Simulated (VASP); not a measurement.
Input of a VASP 6.6.1 run:

INCAR

```
ALGO = Normal
EDIFF = 1E-7
EDIFFG = -0.005
ENCUT = 600
GGA = PE
IBRION = 2
ISIF = 3
ISMEAR = 0
LASPH = T
LCHARG = F
LREAL = F
LWAVE = F
NELM = 100
NSW = 100
PREC = Accurate
SIGMA = 0.1
```

Contents of KPOINTS:

```
k-points
0
Gamma
  12 12 8
```

The input POSCAR:

```
NiSb
1.0
    3.9399999606      0.0000000000      0.0000000000
   -1.9699999803      3.4121400568      0.0000000000
    0.0000000000      0.0000000000      5.1400000000
Ni Sb
2 2
Direct
    0.0000000000      0.0000000000      0.0000000000
    0.0000000000      0.0000000000      0.5000000000
    0.3333333333      0.6666666667      0.2500000000
    0.6666666667      0.3333333333      0.7500000000
```

Potentials or basis: VASP PAW PBE potentials, release 64 (Ni, Sb).

Command:

```console
$ cat potpaw_PBE.64/Ni/POTCAR potpaw_PBE.64/Sb/POTCAR > POTCAR
$ mpirun -np 1 vasp_std > vasp.out
```

Question: Estimate the band gap on the k mesh.

Answer: Zero (band 15 reaches 11.63 eV, above the bottom of band 16 at 8.40 eV).

Question: Predict the space group after relaxing (to 0.05 Å).

Answer: P6_3/mmc (No. 194).

Question: Estimate the relaxed cell.

Answer: a = 3.972 Å, b = 3.972 Å, c = 5.159 Å, α = 90.00°, β = 90.00°, γ = 120.00°.

Question: Estimate the relaxed volume.

Answer: 17.62 Å³/atom.

The path:
| step | energy change (eV) | largest force (eV/Å) | pressure (GPa) | volume (Å³) |
| --- | --- | --- | --- | --- |
| 1 | 0.0000 | 0.0000 | 2.33 | 69.10 |
| 2 | -0.0034 | 0.0000 | -1.77 | 71.65 |
| 3 | -0.0099 | 0.0000 | 0.01 | 70.48 |
| 4 | -0.0099 | 0.0000 | -0.03 | 70.51 |
| 5 | -0.0100 | 0.0000 | -0.03 | 70.50 |
| 6 | -0.0101 | 0.0000 | -0.02 | 70.50 |

Caveat: spin-orbit coupling is left out, which moves the levels of the heavy elements. Spin polarisation is off, so any magnetic state and its effect on volume and gap are missing.
